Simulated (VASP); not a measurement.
# SrOs (P4/mmm) in VASP: a series of runs

The runs below take SrOs through single point, with PBE.

Everything below comes from runs of VASP 6.6.1. Logs are shortened: lines on timing, memory, paths and dates and some standing lists are left out, and cuts for length are marked.

## (1) The cell of the first run

The structure is tetragonal, space group P4/mmm (No. 123). Conventional cell: a = 3.322 Å, b = 3.322 Å, c = 4.354 Å, α = 90.00°, β = 90.00°, γ = 90.00°. Within 4.4 Å of Sr (site symmetry 4/mmm) lie 8 Os at 3.20 Å and 6 Sr at 3.32 to 4.35 Å. Within 4.4 Å of Os (site symmetry 4/mmm) lie 8 Sr at 3.20 Å and 6 Os at 3.32 to 4.35 Å.

## (2) Single point, PBE

Contents of INCAR:

```
ALGO     = Normal         # electronic algorithm
EDIFF    = 1E-7           # SCF threshold, eV
ENCUT    = 520            # plane-wave cutoff, eV
GGA      = PE             # functional
ISIF     = 2              # what is computed and relaxed
ISMEAR   = 0              # smearing method
LASPH    = True           # aspherical terms in the spheres
LCHARG   = False          # write CHGCAR
LREAL    = False          # projectors in reciprocal space
LWAVE    = False          # write WAVECAR
NBANDS   = 16             # bands
NELM     = 60             # most SCF steps
PREC     = Accurate       # precision mode
SIGMA    = 0.1            # smearing width, eV
```

Contents of KPOINTS:

```
k-points
0
Gamma
  6 6 4
```

Contents of POSCAR:

```
SrOs
1.0
    3.3217108129      0.0000000000      0.0000000000
    0.0000000000      3.3217108129      0.0000000000
    0.0000000000      0.0000000000      4.3538138154
Sr Os
1 1
Direct
    0.5000000000      0.5000000000      0.5000000000
    0.0000000000      0.0000000000      0.0000000000
```

Potentials or basis: VASP PAW PBE potentials, release 64 (Sr_sv, Os).

Started as:

```
> cat potpaw_PBE.64/Sr_sv/POTCAR potpaw_PBE.64/Os/POTCAR > POTCAR
> mpirun -np 1 vasp_std > vasp.out
```

OUTCAR:

```text
EDIFF = 1E-7
   ENCUT = 520
   GGA = PE
   ISIF = 2
   ISMEAR = 0
   LASPH = True
   LREAL = False
   NELM = 60
   PREC = Accurate

 ion  position               nearest neighbor table
   1  0.500  0.500  0.500-   2 3.20   2 3.20   2 3.20   2 3.20   2 3.20   2 3.20   2 3.20   2 3.20

   2  0.000  0.000  0.000-   1 3.20   1 3.20   1 3.20   1 3.20   1 3.20   1 3.20   1 3.20   1 3.20

  LATTYP: Found a simple tetragonal cell.
 ALAT       =     3.3217108129
 C/A-ratio  =     1.3107142857

  Lattice vectors:

 A1 = (   3.3217108129,   0.0000000000,   0.0000000000)
 A2 = (   0.0000000000,   3.3217108129,   0.0000000000)
 A3 = (   0.0000000000,   0.0000000000,   4.3538138154)

Analysis of symmetry for initial positions (statically):
=====================================================================
 Subroutine PRICEL returns:
 Original cell was already a primitive cell.

 Routine SETGRP: Setting up the symmetry group for a
 simple tetragonal supercell.

 Subroutine GETGRP returns: Found 16 space group operations
 (whereof 16 operations were pure point group operations)
 out of a pool of 16 trial point group operations.

The static configuration has the point symmetry D_4h.

Analysis of symmetry for dynamics (positions and initial velocities):
=====================================================================
 Subroutine PRICEL returns:
 Original cell was already a primitive cell.

 Routine SETGRP: Setting up the symmetry group for a
 simple tetragonal supercell.

 Subroutine GETGRP returns: Found 16 space group operations
 (whereof 16 operations were pure point group operations)
 out of a pool of 16 trial point group operations.

The dynamic configuration has the point symmetry D_4h.

 Subroutine INISYM returns: Found 16 space group operations
 (whereof 16 operations are pure point group operations),
 and found     1 'primitive' translations

----------------------------------------------------------------------------------------

                                     Primitive cell

  volume of cell :      48.0389

  direct lattice vectors                    reciprocal lattice vectors
     3.321710813  0.000000000  0.000000000     0.301049687  0.000000000  0.000000000
     0.000000000  3.321710813  0.000000000     0.000000000  0.301049687  0.000000000
     0.000000000  0.000000000  4.353813815     0.000000000  0.000000000  0.229683685

  length of vectors
     3.321710813  3.321710813  4.353813815     0.301049687  0.301049687  0.229683685

  position of ions in fractional coordinates (direct lattice)
     0.500000000  0.500000000  0.500000000
     0.000000000  0.000000000  0.000000000

  ion indices of the primitive-cell ions
   primitive index   ion index
                 1           1
                 2           2

----------------------------------------------------------------------------------------

 KPOINTS: k-points

Automatic generation of k-mesh.
 Grid dimensions read from file:
 generate k-points for:    6    6    4

 Generating k-lattice:

  Cartesian coordinates                     Fractional coordinates (reciprocal lattice)
     0.050174948  0.000000000  0.000000000     0.166666667  0.000000000  0.000000000
     0.000000000  0.050174948  0.000000000     0.000000000  0.166666667  0.000000000
     0.000000000  0.000000000  0.057420921     0.000000000  0.000000000  0.250000000

  Length of vectors
     0.050174948  0.050174948  0.057420921

  Shift w.r.t. Gamma in fractional coordinates (k-lattice)
     0.000000000  0.000000000  0.000000000

 Subroutine IBZKPT returns following result:
 ===========================================

 Found     30 irreducible k-points:

 Following reciprocal coordinates:
            Coordinates               Weight
  0.000000  0.000000  0.000000      1.000000
  0.166667  0.000000  0.000000      4.000000
  0.333333  0.000000  0.000000      4.000000
  0.500000  0.000000  0.000000      2.000000
  0.166667  0.166667  0.000000      4.000000
  0.333333  0.166667  0.000000      8.000000
[... 16 lines left out ...]
  0.333333  0.000000  0.500000      4.000000
  0.500000  0.000000  0.500000      2.000000
 [... further k-points ...]
   k-points           NKPTS =     30   k-points in BZ     NKDIM =     30   number of bands    NBANDS=     16
   number of dos      NEDOS =    301   number of ions     NIONS =      2
   total plane-waves  NPLWV =  25088
   dimension x,y,z NGX =    28 NGY =   28 NGZ =   32
   dimension x,y,z NGXF=    56 NGYF=   56 NGZF=   64
   ions per type =               1   1
   NGX,Y,Z   is equivalent  to a cutoff of  14.01, 14.01, 12.22 a.u.
   NGXF,Y,Z  is equivalent  to a cutoff of  28.03, 28.03, 24.44 a.u.
 SYSTEM =  unknown system
   PREC   = accura    normal or accurate (medium, high low for compatibility)
   ISTART =      0    job   : 0-new  1-cont  2-samecut
   ICHARG =      2    charge: 1-file 2-atom 10-const
   ISPIN  =      1    spin polarized calculation?
   LNONCOLLINEAR =      F non collinear calculations
   LSORBIT =      F    spin-orbit coupling
   LASPH  =      T    aspherical Exc in radial PAW
   ENCUT  =  520.0 eV  38.22 Ry    6.18 a.u.   6.18  6.18  8.10*2*pi/ulx,y,z
   NELM   =     60;   NELMIN=  2; NELMDL= -5     # of ELM steps
   EDIFF  = 0.1E-06   stopping-criterion for ELM
   LREAL  =      F    real-space projection
   EDIFFG = 0.1E-05   stopping-criterion for IOM
   NSW    =      0    number of steps for IOM
   IBRION =     -1    ionic relax: 0-MD 1-quasi-New 2-CG
   NFREE  =      0    steps in history (QN), initial steepest desc. (CG)
   ISIF   =      2    stress and relaxation
   ISYM   =      2    0-nonsym 1-usesym 2-fastsym
   POTIM  = 0.5000    time-step for ionic-motion
   TEBEG  =    0.0;   TEEND  =   0.0 temperature during run
   PSTRESS=    0.0 pullay stress
   NELECT =      18.0000    total number of electrons
   NUPDOWN=      -1.0000    fix difference up-down
   EMIN   =  10.00;   EMAX   =-10.00  energy-range for DOS
   EFERMI =   0.00;   METHOD = LEGACY
   ISMEAR =     0;   SIGMA  =   0.10  broadening in eV -4-tet -1-fermi 0-gaus
   EFERMI_NEDOS =   21; number of points for ismear=-14 and -15
   IALGO  =     38    algorithm
   IMIX   =      4    mixing-type and parameters
     AMIX     =   0.40;   BMIX     =  1.00
     AMIX_MAG =   1.60;   BMIX_MAG =  1.00
  volume/ion in A,a.u.               =      24.02       162.09
  Fermi-wavevector in a.u.,A,eV,Ry     =   1.180233  2.230317 18.952242  1.392950
  Thomas-Fermi vector in A             =   2.316529
   LORBIT       =      0    0 simple, 1 ext, 2 COOP (PROOUT), +10 PAW based schemes
   GGA     = PE    functional components
   LHFCALC =     F    Hartree Fock is set to
   AEXX    =    0.0000 exact exchange contribution
   IVDW    =     0    specifies the selected vdW correction
   LEPSILON=     F    determine dielectric tensor
   LRPA    =     F    only Hartree local field effects (RPA)
 non-spin polarized calculation
 Gauss-broadening in eV      SIGMA  =   0.10
  energy-cutoff  :      520.00
  volume of cell :       48.04
 maximum number of plane-waves:      1328
 NGX is ok and might be reduce to    28
   NGX = 13   NGY = 13   NGZ = 17

 number of electron      18.0000000 magnetization

 Free energy of the ion-electron system (eV)
  ---------------------------------------------------
  ext. energy  EPLUGINS =         0.00000000
  ---------------------------------------------------
  free energy    TOTEN  =       -10.30574879 eV

  energy without entropy =      -10.27948520  energy(sigma->0) =      -10.29261700

 E-fermi :   3.5853     XC(G=0): -10.6411

 val. band max:        3.5837122369   @ k =   0.3333   0.3333   0.0000
 cond. band min:       3.5930879776   @ k =   0.5000   0.5000   0.5000
 fundamental gap:      0.0093757406
 Fermi energy:         3.5853236642

 k-point     1 :       0.0000    0.0000    0.0000
  band No.  band energies     occupation
      1     -30.5676      2.00000
      2     -12.5415      2.00000
      3     -12.2376      2.00000
      4     -12.2376      2.00000
      5      -1.5700      2.00000
      6       1.2635      2.00000
[... 8 lines left out ...]
     15      12.0843      0.00000
     16      12.6217      0.00000

 k-point     2 :       0.1667    0.0000    0.0000
  band No.  band energies     occupation
      1     -30.5398      2.00000
      2     -12.5437      2.00000
      3     -12.5136      2.00000
      4     -12.2132      2.00000
      5      -1.0089      2.00000
      6       1.5157      2.00000
[... 8 lines left out ...]
     15      11.6966      0.00000
     16      11.8660      0.00000

 k-point     3 :       0.3333    0.0000    0.0000
  band No.  band energies     occupation
      1     -30.4834      2.00000
      2     -13.1018      2.00000
      3     -12.4569      2.00000
      4     -12.1638      2.00000
      5       0.3497      2.00000
      6       2.0072      2.00000
[... 8 lines left out ...]
     15      11.4189      0.00000
     16      11.6848      0.00000

 k-point     4 :       0.5000    0.0000    0.0000
  band No.  band energies     occupation
      1     -30.4548      2.00000
      2     -13.3592      2.00000
      3     -12.4282      2.00000
      4     -12.1388      2.00000
      5       1.2380      2.00000
      6       2.4973      2.00000
[... 8 lines left out ...]
     15      11.1893      0.00000
     16      14.3034      0.00000

 k-point     5 :       0.1667    0.1667    0.0000
  band No.  band energies     occupation
      1     -30.5125      2.00000
      2     -12.5393      2.00000
      3     -12.4826      2.00000
      4     -12.4795      2.00000
      5      -0.4887      2.00000
      6       1.8323      2.00000
[... 8 lines left out ...]
     15      11.4003      0.00000
     16      13.0255      0.00000

 k-point     6 :       0.3333    0.1667    0.0000
  band No.  band energies     occupation
      1     -30.4572      2.00000
      2     -13.0538      2.00000
      3     -12.4390      2.00000
      4     -12.4196      2.00000
      5       0.7343      2.00000
      6       2.1658      2.00000
[... 8 lines left out ...]
     15      11.1423      0.00000
     16      11.9421      0.00000
[... 267 lines left out ...]
 k-point    21 :       0.0000    0.0000    0.5000
  band No.  band energies     occupation
      1     -30.5597      2.00000
      2     -12.7440      2.00000
      3     -12.2436      2.00000
      4     -12.2436      2.00000
      5       0.2272      2.00000
      6       1.7278      2.00000
[... 8 lines left out ...]
     15       9.3569      0.00000
     16      12.3128      0.00000

 k-point    22 :       0.1667    0.0000    0.5000
  band No.  band energies     occupation
      1     -30.5332      2.00000
      2     -12.6855      2.00000
      3     -12.5283      2.00000
      4     -12.2149      2.00000
      5       0.4458      2.00000
      6       1.9885      2.00000
[... 8 lines left out ...]
     15      10.0103      0.00000
     16      11.7299      0.00000

 k-point    23 :       0.3333    0.0000    0.5000
  band No.  band energies     occupation
      1     -30.4795      2.00000
      2     -13.0532      2.00000
      3     -12.5657      2.00000
      4     -12.1565      2.00000
      5       0.4841      2.00000
      6       1.7875      2.00000
[... 8 lines left out ...]
     15      10.9572      0.00000
     16      11.3259      0.00000

 k-point    24 :       0.5000    0.0000    0.5000
  band No.  band energies     occupation
      1     -30.4523      2.00000
      2     -13.2973      2.00000
      3     -12.5043      2.00000
      4     -12.1269      2.00000
      5       0.3785      2.00000
      6       1.5613      2.00000
[... 8 lines left out ...]
     15      11.9176      0.00000
     16      12.0968      0.00000

 [... further k-points ...]

------------------------ aborting loop because EDIFF is reached ----------------------------------------

  FORCE on cell =-STRESS in cart. coord.  units (eV):
  Direction    XX          YY          ZZ          XY          YZ          ZX
  --------------------------------------------------------------------------------------
  -------------------------------------------------------------------------------------
  Total       -1.3909019     -1.3909019      0.3082187      0.0000000      0.0000000     -0.0000000
  in kB      -46.3888496    -46.3888496     10.2795956      0.0000000      0.0000000     -0.0000000
  external PRESSURE =     -27.4993679 kB  Pullay stress =       0.0000000 kB

 VOLUME and BASIS-vectors are now :
 -----------------------------------------------------------------------------
  energy-cutoff  :      520.00
  volume of cell :       48.04
      direct lattice vectors                 reciprocal lattice vectors
     3.321710813  0.000000000  0.000000000     0.301049687  0.000000000  0.000000000
     0.000000000  3.321710813  0.000000000     0.000000000  0.301049687  0.000000000
     0.000000000  0.000000000  4.353813815     0.000000000  0.000000000  0.229683685

 POSITION                                       TOTAL-FORCE (eV/Angst)
 -----------------------------------------------------------------------------------
      1.66086      1.66086      2.17691         0.000000      0.000000      0.000000
      0.00000      0.00000      0.00000         0.000000      0.000000      0.000000
 -----------------------------------------------------------------------------------
    total drift:                                0.000000      0.000000      0.000000

  FREE ENERGIE OF THE ION-ELECTRON SYSTEM (eV)
  ---------------------------------------------------
  free  energy   TOTEN  =       -10.3057487922 eV

  energy  without entropy=      -10.2794852038  energy(sigma->0) =      -10.29261700
```

Run time: 36 s. Hardware: 1 thread of Oxide Virtual Turin-like, shared host; peak memory 0.14 GiB.

Results:

```yaml
Free_energy: -10.3057 eV
Pressure: -2.7 GPa
Band_gap_on_the_k_mesh: zero (bands 9 and 10 overlap by 1.80 eV)
```

Stress tensor (GPa, compression positive):
```
-4.64  0.00  0.00
 0.00 -4.64  0.00
 0.00  0.00  1.03
```

Caveat: the k points lie up to 0.36 Å⁻¹ apart, too coarse for converged energies and pressures of a metal; spin-orbit coupling is left out, which moves the levels of the heavy elements.

## (3) Single point, PBE

This run uses another cell than the first one, of 21.60 Å³/atom.

Contents of INCAR:

```
PREC = Accurate
ENCUT = 520
EDIFF = 1E-6
ISMEAR = 0
SIGMA = 0.1
LREAL = F
LASPH = T
NELM = 80
ALGO = Fast
ISIF = 2
LWAVE = F
LCHARG = F
GGA = PE
NBANDS = 16
```

Contents of KPOINTS:

```
Automatic mesh
0
Gamma
  16 16 14
```

Contents of POSCAR:

```
SrOs
1.0
    2.9956672751      0.0000000000      0.0000000000
    0.0000000000      2.9956672751      0.0000000000
    0.0000000000      0.0000000000      4.8129818131
Sr Os
1 1
Direct
    0.5000000000      0.5000000000      0.5000000000
    0.0000000000      0.0000000000      0.0000000000
```

Potentials or basis: VASP PAW PBE potentials, release 64 (Sr_sv, Os).

Started as:

```
> cat potpaw_PBE.64/Sr_sv/POTCAR potpaw_PBE.64/Os/POTCAR > POTCAR
> mpirun -np 1 vasp_std > vasp.out
```

Run time: 3.4 min. Hardware: 1 thread of Oxide Virtual Turin-like, shared host; peak memory 0.35 GiB.

It converged, with:

| Quantity | Value |
| --- | --- |
| Free energy | -10.5264 eV |
| Pressure | 0.4 GPa |
| Band gap on the k mesh | zero (bands 9 and 10 overlap by 2.97 eV) |

Stress tensor (GPa, compression positive):
```
0.51 0.00 0.00
0.00 0.51 0.00
0.00 0.00 0.17
```

Levels at points of the mesh, in eV from the Fermi level:
```csv
k point,band 6,band 7,band 8,band 9,band 10,band 11,band 12,band 13
"(0.00, 0.00, 0.00)",-3.12,-3.07,-0.08,-0.08,1.18,1.55,2.51,2.97
"(0.50, 0.00, 0.00)",-1.86,-1.35,-0.74,-0.31,0.13,0.42,2.08,3.61
"(0.50, 0.50, 0.00)",-3.37,-2.70,-2.70,2.43,2.78,4.09,4.09,5.80
"(0.00, 0.00, 0.50)",-2.92,-2.17,-1.26,0.23,0.23,1.09,1.19,2.69
"(0.50, 0.00, 0.50)",-2.92,-1.68,-0.46,0.17,1.30,2.42,2.99,3.06
"(0.50, 0.50, 0.50)",-1.62,-1.62,-1.56,-0.70,0.82,0.82,2.43,6.00
```

Caveat: spin-orbit coupling is left out, which moves the levels of the heavy elements.

## (4) Single point, PBE

This run uses another cell than the first one, of 21.64 Å³/atom.

Contents of INCAR:

```
ALGO = Fast
EDIFF = 1E-6
ENCUT = 520
GGA = PE
ISIF = 2
ISMEAR = 0
LASPH = True
LCHARG = False
LREAL = False
LWAVE = False
NBANDS = 16
NELM = 60
PREC = Accurate
SIGMA = 0.1
```

Contents of KPOINTS:

```
k-points
0
Gamma
  18 18 12
```

Contents of POSCAR:

```
SrOs
1.0
    3.0052601587      0.0000000000      0.0000000000
    0.0000000000      3.0052601587      0.0000000000
    0.0000000000      0.0000000000      4.7926751287
Sr Os
1 1
Direct
    0.5000000000      0.5000000000      0.5000000000
    0.0000000000      0.0000000000      0.0000000000
```

Started as:

```
> cat potpaw_PBE.64/Sr_sv/POTCAR potpaw_PBE.64/Os/POTCAR > POTCAR
> mpirun -np 1 vasp_std > vasp.out
```

Wall time 4 min (1 thread of Oxide Virtual Turin-like, shared host); peak memory 0.36 GiB.

It converged, with:

```
Free energy            : -10.5217 eV
Pressure               : 0.4 GPa
Band gap on the k mesh : zero (bands 9 and 10 overlap by 2.97 eV)
```

Stress tensor (GPa, compression positive):
```
0.51 0.00 0.00
0.00 0.51 0.00
0.00 0.00 0.18
```

Levels at points of the mesh, in eV from the Fermi level:
```tsv
k point	band 5	band 6	band 7	band 8	band 9	band 10	band 11	band 12	band 13	band 14
(0.00, 0.00, 0.00)	-6.14	-3.10	-3.04	-0.09	-0.09	1.17	1.61	2.60	3.04	8.42
(0.50, 0.00, 0.00)	-3.18	-1.82	-1.33	-0.74	-0.30	0.19	0.42	2.11	3.56	5.34
(0.50, 0.50, 0.00)	-3.44	-3.36	-2.68	-2.68	2.40	2.83	4.07	4.07	5.87	5.87
(0.00, 0.00, 0.50)	-4.76	-2.88	-2.15	-1.22	0.23	0.23	1.14	1.18	2.78	6.52
(0.50, 0.00, 0.50)	-4.10	-2.89	-1.63	-0.46	0.15	1.32	2.46	2.99	3.04	6.23
(0.50, 0.50, 0.50)	-2.85	-1.59	-1.59	-1.51	-0.68	0.83	0.83	2.41	6.04	6.29
```

Caveat: spin-orbit coupling is left out, which moves the levels of the heavy elements.

## (5) The runs side by side

```tsv
cell	k mesh	gap on the mesh (eV)	pressure (GPa)
a = 3.322, b = 3.322, c = 4.354 Å, 2 atoms	6 × 6 × 4	none	-2.7
a = 2.996, b = 2.996, c = 4.813 Å, 2 atoms	16 × 16 × 14	none	0.4
a = 3.005, b = 3.005, c = 4.793 Å, 2 atoms	18 × 18 × 12	none	0.4
```

Alike in all rows: task single point; level PBE; potentials or basis VASP PAW PBE potentials, release 64 (Sr_sv, Os); no spin polarisation; cutoff (eV) 520; smearing gaussian 0.1 eV.

Caveats: some runs use coarse meshes; spin-orbit coupling is left out, which moves the levels of the heavy elements.

Absolute energies hang on the potentials; compare differences alone.
